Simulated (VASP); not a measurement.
Here is a VASP 6.6.1 calculation.

Contents of INCAR:

```
SYSTEM = H7C16N
ALGO     = Normal         ! electronic algorithm
EDIFF    = 1E-6           ! SCF threshold, eV
ENCUT    = 520            ! plane-wave cutoff, eV
GGA      = CA             ! functional
ISIF     = 2              ! what is computed and relaxed
ISMEAR   = -1             ! smearing method
LASPH    = .TRUE.         ! aspherical terms in the spheres
LCHARG   = .FALSE.        ! write CHGCAR
LREAL    = Auto         
LWAVE    = .FALSE.        ! write WAVECAR
NBANDS   = 56             ! bands
NELM     = 100            ! most SCF steps
PREC     = Accurate       ! precision mode
SIGMA    = 0.02           ! smearing width, eV
```

The input KPOINTS:

```
k-points
0
G
  3 3 1
  0 0 0
```

File POSCAR:

```
H7C16N
1.0
    5.0487420000      0.0000000000      0.0000000000
    2.5243710000      4.3723390000      0.0000000000
    0.0000000000      0.0000000000     16.7764260000
H C N
7 16 1
Direct
    0.1666667848      0.1666666285      0.0596075112
    0.6666667848      0.1666666285      0.0596075112
    0.1666666285      0.6666667429      0.0596075112
    0.6666666285      0.6666667429      0.0596075112
    0.0142977271      0.4877387138      0.3426334667
    0.4950264807      0.4971563275      0.3412277442
    0.4393290339     -0.1675537967      0.3844687778
    0.1666667848      0.1666666285      0.1251757079
    0.6666667848      0.1666666285      0.1251757079
    0.1666666285      0.6666667429      0.1251757079
    0.6666666285      0.6666667429      0.1251757079
   -0.1666666285      0.3333332571      0.1558904739
    0.3333333715      0.3333332571      0.1558904739
   -0.1666667848      0.8333333715      0.1558904739
    0.3333332152      0.8333333715      0.1558904739
   -0.1630787341      0.3380039837      0.2489377058
    0.3288318825      0.3397225147      0.2464381865
   -0.1694036455      0.8442741974      0.2541839364
    0.3378352751      0.8308992052      0.2440616971
    0.0135505420      0.0072702505      0.2734071011
    0.4767665328      0.0109824513      0.2789561376
   -0.0019332451      0.5105919280      0.2771100352
    0.5020855702      0.4989569656      0.2753427935
    0.3378025311      0.0439757759      0.3583449776
```

Potentials or basis: VASP PAW LDA potentials, release 64 (H, C, N).

Launch:

```console
$ cat potpaw_LDA.64/H/POTCAR potpaw_LDA.64/C/POTCAR potpaw_LDA.64/N/POTCAR > POTCAR
$ mpirun -np 1 vasp_std > vasp.out
```

Task: What does it give for the largest force?

Result: 2.639 eV/Å.

Task: Estimate the band gap on the k mesh.

Result: 1.30 eV.

Forces on the atoms (eV/Å):
```
H    0.003 -0.006 -0.327
H    0.019  0.015 -0.348
H   -0.084  0.024 -0.361
H    0.105  0.007 -0.331
H   -0.030 -0.006  0.050
H   -0.055 -0.046  0.039
H   -0.189 -0.237  0.188
C    0.000  0.067  1.436
C    0.005 -0.020  1.697
C    0.034 -0.026  1.531
C    0.039  0.007  1.806
C    0.222 -0.153 -1.260
C   -0.068  0.087 -1.298
C    0.075  0.820 -0.393
C   -0.026 -0.434 -2.603
C   -0.043  0.004  0.008
C   -0.052 -0.016  0.003
C   -0.079  0.027  0.048
C   -0.047 -0.023 -0.025
C   -0.106  0.002 -0.053
C   -0.044 -0.052  0.073
C   -0.056 -0.003  0.005
C   -0.060 -0.020 -0.006
N    0.438 -0.017  0.120
```

Caveat: the k points lie up to 0.48 Å⁻¹ apart.
